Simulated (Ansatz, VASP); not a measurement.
# Al in VASP and in Ansatz

The input INCAR:

```
SYSTEM = Al
PREC     = Accurate       ! precision mode
ENCUT    = 520            ! plane-wave cutoff, eV
EDIFF    = 1E-6           ! SCF threshold, eV
ISMEAR   = 0              ! smearing method
SIGMA    = 0.15           ! smearing width, eV
LREAL    = .False.        ! projectors in reciprocal space
LASPH    = .True.         ! aspherical terms in the spheres
NELM     = 80             ! most SCF steps
ALGO     = Normal         ! electronic algorithm
ISIF     = 2              ! what is computed and relaxed
LWAVE    = .False.        ! write WAVECAR
LCHARG   = .False.        ! write CHGCAR
GGA      = PE             ! functional
IVDW     = 12             ! dispersion correction
NBANDS   = 14             ! bands
```

Contents of KPOINTS:

```
Automatic mesh
0
Gamma
  18 18 6
  0 0 0
```

File POSCAR:

```
Al
1.0
    2.7096345460      0.0000000000      0.0000000000
   -1.3548172730      2.3466123518      0.0000000000
    0.0000000000      0.0000000000      9.3349619744
Al
4
Direct
    0.0000000000      0.0000000000      0.0000000000
    0.3333333333      0.6666666667      0.2500000000
    0.0000000000      0.0000000000      0.5000000000
    0.6666666667      0.3333333333      0.7500000000
```

Input for Ansatz:

```yaml
crystal:
  lattice:
    - [2.709634546, 0.0, 0.0]
    - [-1.354817273, 2.3466123518, 0.0]
    - [0.0, 0.0, 9.3349619744]
  atoms:
    - { symbol: Al, position: [0.0, 0.0, 0.0] }
    - { symbol: Al, position: [0.3333333333, 0.6666666667, 0.25] }
    - { symbol: Al, position: [0.0, 0.0, 0.5] }
    - { symbol: Al, position: [0.6666666667, 0.3333333333, 0.75] }
basis:
  ecutwfc: 420
kpoints:
  mp_grid: { grid: [18, 18, 6] }
hamiltonian:
  xc: pbe
  dispersion: d3bj
scf:
  occupations: { method: gaussian, width: 0.15 }
output:
  forces: true
  stress: true
  eigenvalues: true
```

Alike in both runs: task single point; functional PBE; dispersion D3(BJ); k mesh 18 × 18 × 6; occupations gaussian, width 0.15 eV; no spin polarisation.

|  | VASP | Ansatz |
| --- | --- | --- |
| version | VASP 6.6.1 | Ansatz 0.2.0 |
| potentials or method | VASP PAW PBE potentials, release 64 (Al), cutoff 520 eV | scalar-relativistic, plane waves, PAW |
| valence electrons in the cell | 12 | 12 |

|  | VASP | Ansatz | Ansatz less VASP |
| --- | --- | --- | --- |
| gap on the k mesh at the Fermi level (eV) | none | none | - |
| pressure (GPa) | 6.9 | 7.0 | +0.03 |
| traceless stress, the component that is largest in VASP (GPa) | -3.83 | -3.83 | -0.008 |

A gap of «none» marks a metal or a gap that the smearing closes.
